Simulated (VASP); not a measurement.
# Ga2O3 (C2/m) in VASP: notebook

The runs below take Ga2O3 through single point, with PBE, r2SCAN.

Program: VASP 6.6.1. These are calculated values, not measurements. Logs are shortened: lines on timing, memory, paths and dates and some standing lists are left out, and cuts for length are marked.

### Step 1. The cell of the first run

It takes space group C2/m (No. 12, monoclinic). The conventional cell has a = 12.010 Å, b = 2.978 Å, c = 5.877 Å, α = 90.00°, β = 103.37°, γ = 90.00°. Ga (site symmetry m) has 6 O at 1.91 to 2.05 Å within 2.5 Å. Ga (site symmetry m) has 4 O at 1.82 to 1.86 Å within 2.4 Å. O (site symmetry m) has 3 Ga at 1.82 to 1.91 Å within 2.4 Å. O (site symmetry m) has 4 Ga at 1.86 to 2.05 Å within 2.5 Å. O (site symmetry m) has 3 Ga at 1.83 to 1.94 Å within 2.4 Å.

### Step 2. Single point, PBE (epitaxial xy strain -2.0%)

INCAR

```
SYSTEM = Ga2O3
  PREC = Accurate
  ENCUT = 520
  EDIFF = 1E-6
  ISMEAR = -1
  SIGMA = 0.02
  LREAL = .FALSE.
  LASPH = .TRUE.
  NELM = 100
  ALGO = Normal
  ISIF = 2
  LWAVE = .FALSE.
  LCHARG = .FALSE.
  GGA = PE
  NBANDS = 55
```

KPOINTS

```
regular mesh
0
G
  8 8 4
  0 0 0
```

POSCAR

```
Ga2O3
1.0
    6.0048650218     -1.4891667977     -0.0026490296
    6.0048650218      1.4891667977     -0.0026490296
   -1.3559659160      0.0000000000      5.7180483035
Ga O
4 6
Direct
    0.3417386015      0.3417386015      0.6826479321
    0.6582613985      0.6582613985      0.3173520679
    0.9045818125      0.9045818125      0.1977351507
    0.0954181875      0.0954181875      0.8022648493
    0.5053703647      0.5053703647      0.7491760835
    0.4946296353      0.4946296353      0.2508239165
    0.8282723896      0.8282723896      0.4392898254
    0.1717276104      0.1717276104      0.5607101746
    0.1692214868      0.1692214868      0.1122467930
    0.8307785132      0.8307785132      0.8877532070
```

Potentials or basis: VASP PAW PBE potentials, release 64 (Ga_d, O).

Run with:

```console
$ cat potpaw_PBE.64/Ga_d/POTCAR potpaw_PBE.64/O/POTCAR > POTCAR
$ mpirun -np 1 vasp_std > vasp.out
```

OUTCAR:

```text
SYSTEM = Ga2O3
   PREC = Accurate
   ENCUT = 520
   EDIFF = 1E-6
   ISMEAR = -1
   LREAL = .FALSE.
   LASPH = .TRUE.
   NELM = 100
   ISIF = 2
   GGA = PE

 ion  position               nearest neighbor table
   1  0.342  0.342  0.683-   5 1.91  10 1.94  10 1.94   8 2.00   7 2.05   7 2.05
   2  0.658  0.658  0.317-   6 1.91   9 1.94   9 1.94   7 2.00   8 2.05   8 2.05
   3  0.905  0.905  0.198-   6 1.82   6 1.82  10 1.83   7 1.86
   4  0.095  0.095  0.802-   5 1.82   5 1.82   9 1.83   8 1.86
   5  0.505  0.505  0.749-   4 1.82   4 1.82   1 1.91
   6  0.495  0.495  0.251-   3 1.82   3 1.82   2 1.91
   7  0.828  0.828  0.439-   3 1.86   2 2.00   1 2.05   1 2.05
   8  0.172  0.172  0.561-   4 1.86   1 2.00   2 2.05   2 2.05
   9  0.169  0.169  0.112-   4 1.83   2 1.94   2 1.94
  10  0.831  0.831  0.888-   3 1.83   1 1.94   1 1.94

  LATTYP: Found a base centered monoclinic cell.
 ALAT       =    12.0097312122
 B/A-ratio  =     0.2479933599
 C/A-ratio  =     0.4893219319
 COS(beta)  =    -0.2311681132

  Lattice vectors:

 A1 = (   6.0048650218,  -1.4891667977,  -0.0026490296)
 A2 = (   6.0048650218,   1.4891667977,  -0.0026490296)
 A3 = (  -1.3559659160,   0.0000000000,   5.7180483035)

Analysis of symmetry for initial positions (statically):
=====================================================================
 Subroutine PRICEL returns:
 Original cell was already a primitive cell.

 Routine SETGRP: Setting up the symmetry group for a
 base centered monoclinic supercell.

 Subroutine GETGRP returns: Found  4 space group operations
 (whereof  4 operations were pure point group operations)
 out of a pool of  4 trial point group operations.

The static configuration has the point symmetry C_2h.

Analysis of symmetry for dynamics (positions and initial velocities):
=====================================================================
 Subroutine PRICEL returns:
 Original cell was already a primitive cell.

 Routine SETGRP: Setting up the symmetry group for a
 base centered monoclinic supercell.

 Subroutine GETGRP returns: Found  4 space group operations
 (whereof  4 operations were pure point group operations)
 out of a pool of  4 trial point group operations.

The dynamic configuration has the point symmetry C_2h.

 Subroutine INISYM returns: Found  4 space group operations
 (whereof  4 operations are pure point group operations),
 and found     1 'primitive' translations

----------------------------------------------------------------------------------------

                                     Primitive cell

  volume of cell :     102.2537

  direct lattice vectors                    reciprocal lattice vectors
     6.004865022 -1.489166798 -0.002649030     0.083274530 -0.335758225  0.019747546
     6.004865022  1.489166798 -0.002649030     0.083274530  0.335758225  0.019747546
    -1.355965916  0.000000000  5.718048303     0.000077158  0.000000000  0.174903144

  length of vectors
     6.186762376  6.186762376  5.876624879     0.346494153  0.346494153  0.174903161

  position of ions in fractional coordinates (direct lattice)
     0.341738601  0.341738601  0.682647932
     0.658261399  0.658261399  0.317352068
     0.904581812  0.904581812  0.197735151
     0.095418188  0.095418188  0.802264849
     0.505370365  0.505370365  0.749176083
     0.494629635  0.494629635  0.250823917
     0.828272390  0.828272390  0.439289825
     0.171727610  0.171727610  0.560710175
     0.169221487  0.169221487  0.112246793
     0.830778513  0.830778513  0.887753207

  ion indices of the primitive-cell ions
   primitive index   ion index
                 1           1
                 2           2
                 3           3
                 4           4
                 5           5
                 6           6
                 7           7
                 8           8
                 9           9
                10          10

----------------------------------------------------------------------------------------

 KPOINTS: regular mesh

Automatic generation of k-mesh.
 Grid dimensions read from file:
 generate k-points for:    8    8    4

 Generating k-lattice:

  Cartesian coordinates                     Fractional coordinates (reciprocal lattice)
     0.010409316 -0.041969778  0.002468443     0.125000000 -0.000000000  0.000000000
     0.010409316  0.041969778  0.002468443    -0.000000000  0.125000000  0.000000000
     0.000019290  0.000000000  0.043725786     0.000000000  0.000000000  0.250000000

  Length of vectors
     0.043311769  0.043311769  0.043725790

  Shift w.r.t. Gamma in fractional coordinates (k-lattice)
     0.000000000  0.000000000  0.000000000

 Subroutine IBZKPT returns following result:
 ===========================================

 Found     78 irreducible k-points:

 Following reciprocal coordinates:
            Coordinates               Weight
  0.000000  0.000000  0.000000      1.000000
  0.125000  0.000000 -0.000000      4.000000
  0.250000  0.000000 -0.000000      4.000000
  0.375000  0.000000  0.000000      4.000000
  0.500000  0.000000 -0.000000      2.000000
  0.125000  0.125000 -0.000000      2.000000
[... 16 lines left out ...]
  0.125000  0.000000  0.250000      4.000000
  0.250000 -0.000000  0.250000      4.000000
 [... further k-points ...]
   k-points           NKPTS =     78   k-points in BZ     NKDIM =     78   number of bands    NBANDS=     55
   number of dos      NEDOS =    301   number of ions     NIONS =     10
   total plane-waves  NPLWV = 110592
   dimension x,y,z NGX =    48 NGY =   48 NGZ =   48
   dimension x,y,z NGXF=    96 NGYF=   96 NGZF=   96
   ions per type =               4   6
   NGX,Y,Z   is equivalent  to a cutoff of  12.90, 12.90, 13.58 a.u.
   NGXF,Y,Z  is equivalent  to a cutoff of  25.80, 25.80, 27.16 a.u.
 SYSTEM =  Ga2O3
   PREC   = accura    normal or accurate (medium, high low for compatibility)
   ISTART =      0    job   : 0-new  1-cont  2-samecut
   ICHARG =      2    charge: 1-file 2-atom 10-const
   ISPIN  =      1    spin polarized calculation?
   LNONCOLLINEAR =      F non collinear calculations
   LSORBIT =      F    spin-orbit coupling
   LASPH  =      T    aspherical Exc in radial PAW
   ENCUT  =  520.0 eV  38.22 Ry    6.18 a.u.  11.50 11.50 10.93*2*pi/ulx,y,z
   NELM   =    100;   NELMIN=  2; NELMDL= -5     # of ELM steps
   EDIFF  = 0.1E-05   stopping-criterion for ELM
   LREAL  =      F    real-space projection
   EDIFFG = 0.1E-04   stopping-criterion for IOM
   NSW    =      0    number of steps for IOM
   IBRION =     -1    ionic relax: 0-MD 1-quasi-New 2-CG
   NFREE  =      0    steps in history (QN), initial steepest desc. (CG)
   ISIF   =      2    stress and relaxation
   ISYM   =      2    0-nonsym 1-usesym 2-fastsym
   POTIM  = 0.5000    time-step for ionic-motion
   TEBEG  =    0.0;   TEEND  =   0.0 temperature during run
   PSTRESS=    0.0 pullay stress
   NELECT =      88.0000    total number of electrons
   NUPDOWN=      -1.0000    fix difference up-down
   EMIN   =  10.00;   EMAX   =-10.00  energy-range for DOS
   EFERMI =   0.00;   METHOD = LEGACY
   ISMEAR =    -1;   SIGMA  =   0.02  broadening in eV -4-tet -1-fermi 0-gaus
   EFERMI_NEDOS =   21; number of points for ismear=-14 and -15
   IALGO  =     38    algorithm
   IMIX   =      4    mixing-type and parameters
     AMIX     =   0.40;   BMIX     =  1.00
     AMIX_MAG =   1.60;   BMIX_MAG =  1.00
  volume/ion in A,a.u.               =      10.23        69.00
  Fermi-wavevector in a.u.,A,eV,Ry     =   1.557194  2.942670 32.992131  2.424853
  Thomas-Fermi vector in A             =   2.660880
   LORBIT       =      0    0 simple, 1 ext, 2 COOP (PROOUT), +10 PAW based schemes
   GGA     = PE    functional components
   LHFCALC =     F    Hartree Fock is set to
   AEXX    =    0.0000 exact exchange contribution
   IVDW    =     0    specifies the selected vdW correction
   LEPSILON=     F    determine dielectric tensor
   LRPA    =     F    only Hartree local field effects (RPA)
 non-spin polarized calculation
  energy-cutoff  :      520.00
  volume of cell :      102.25
 maximum number of plane-waves:      2775
 NGX is ok and might be reduce to    48
   NGX = 23   NGY = 23   NGZ = 21

 number of electron      88.0000007 magnetization

 Free energy of the ion-electron system (eV)
  ---------------------------------------------------
  ext. energy  EPLUGINS =         0.00000000
  ---------------------------------------------------
  free energy    TOTEN  =       -59.31341936 eV

  energy without entropy =      -59.31341936  energy(sigma->0) =      -59.31341936

 E-fermi :   4.5746     XC(G=0): -11.7710

 val. band max:        4.0921346680   @ k =   0.5000   0.3750   0.5000
 cond. band min:       6.6244904859   @ k =   0.0000   0.0000   0.0000
 fundamental gap:      2.5323558179
 Fermi energy:         4.5746246780

 k-point     1 :       0.0000    0.0000    0.0000
  band No.  band energies     occupation
      1     -14.9906      2.00000
      2     -13.7895      2.00000
      3     -13.7297      2.00000
      4     -13.5848      2.00000
      5     -13.1289      2.00000
      6     -13.1217      2.00000
[... 47 lines left out ...]
     54      16.7778      0.00000
     55      16.9129      0.00000

 k-point     2 :       0.1250    0.0000   -0.0000
  band No.  band energies     occupation
      1     -14.8608      2.00000
      2     -13.7396      2.00000
      3     -13.7257      2.00000
      4     -13.5037      2.00000
      5     -13.1268      2.00000
      6     -13.1156      2.00000
[... 47 lines left out ...]
     54      15.7638      0.00000
     55      15.9351      0.00000

 k-point     3 :       0.2500    0.0000   -0.0000
  band No.  band energies     occupation
      1     -14.5098      2.00000
      2     -13.6725      2.00000
      3     -13.6175      2.00000
      4     -13.3852      2.00000
      5     -13.1133      2.00000
      6     -13.0980      2.00000
[... 1152 lines left out ...]
 k-point    23 :       0.1250    0.0000    0.2500
  band No.  band energies     occupation
      1     -14.7471      2.00000
      2     -13.9530      2.00000
      3     -13.7169      2.00000
      4     -13.4360      2.00000
      5     -13.2025      2.00000
      6     -13.0523      2.00000
[... 47 lines left out ...]
     54      15.9933      0.00000
     55      16.5112      0.00000

 k-point    24 :       0.2500   -0.0000    0.2500
  band No.  band energies     occupation
      1     -14.4050      2.00000
      2     -13.8069      2.00000
      3     -13.6293      2.00000
      4     -13.3527      2.00000
      5     -13.1734      2.00000
      6     -13.0536      2.00000
[... 47 lines left out ...]
     54      15.0806      0.00000
     55      16.4207      0.00000

 [... further k-points ...]

------------------------ aborting loop because EDIFF is reached ----------------------------------------

  FORCE on cell =-STRESS in cart. coord.  units (eV):
  Direction    XX          YY          ZZ          XY          YZ          ZX
  --------------------------------------------------------------------------------------
  -------------------------------------------------------------------------------------
  Total        8.8918039     11.5883718      5.8087967      0.0000000      0.0000000     -0.0575131
  in kB      139.3225721    181.5741529     91.0160085      0.0000000      0.0000000     -0.9011531
  external PRESSURE =     137.3042445 kB  Pullay stress =       0.0000000 kB

 VOLUME and BASIS-vectors are now :
 -----------------------------------------------------------------------------
  energy-cutoff  :      520.00
  volume of cell :      102.25
      direct lattice vectors                 reciprocal lattice vectors
     6.004865022 -1.489166798 -0.002649030     0.083274530 -0.335758225  0.019747546
     6.004865022  1.489166798 -0.002649030     0.083274530  0.335758225  0.019747546
    -1.355965916  0.000000000  5.718048303     0.000077158  0.000000000  0.174903144

 POSITION                                       TOTAL-FORCE (eV/Angst)
 -----------------------------------------------------------------------------------
      3.17854      0.00000      3.90160         0.050220      0.000000      0.019435
      7.47522      0.00000      1.81115        -0.050220      0.000000     -0.019435
     10.59566      0.00000      1.12587        -0.038841      0.000000     -0.044699
      0.05810      0.00000      4.58688         0.038841      0.000000      0.044699
      5.05350      0.00000      4.28115        -0.077151      0.000000     -0.067053
      5.60026      0.00000      1.43160         0.077151      0.000000      0.067053
      9.35167      0.00000      2.50749         0.029530      0.000000      0.041815
      1.30210      0.00000      3.20526        -0.029530      0.000000     -0.041815
      1.88010      0.00000      0.64094         0.246246      0.000000      0.001816
      8.77366      0.00000      5.07181        -0.246246      0.000000     -0.001816
 -----------------------------------------------------------------------------------
    total drift:                               -0.000000      0.000000     -0.000000

  FREE ENERGIE OF THE ION-ELECTRON SYSTEM (eV)
  ---------------------------------------------------
  free  energy   TOTEN  =       -59.3134193586 eV

  energy  without entropy=      -59.3134193586  energy(sigma->0) =      -59.31341936
```

It took 17 min on 1 thread of AMD EPYC 7R13 (Zen 3), shared host; peak memory 0.49 GiB.

What came out:

- Free energy: -59.3134 eV
- Pressure: 13.7 GPa
- Largest force: 0.246 eV/Å
- Band gap on the k mesh: 2.53 eV (least direct gap 2.61 eV)

Forces in eV/Å, atoms in the order of the input:
```
Ga   0.050  0.000  0.019
Ga  -0.050  0.000 -0.019
Ga  -0.039  0.000 -0.045
Ga   0.039  0.000  0.045
O   -0.077  0.000 -0.067
O    0.077  0.000  0.067
O    0.030  0.000  0.042
O   -0.030  0.000 -0.042
O    0.246  0.000  0.002
O   -0.246  0.000 -0.002
```

Stress tensor (GPa, compression positive):
```
13.93  0.00 -0.09
 0.00 18.16  0.00
-0.09  0.00  9.10
```

Caveat: the cell differs from its parent crystal (epitaxial xy strain -2.0%); the stress differs along the axes, from 9 to 18 GPa.

(Continued in part 2 of 2.)
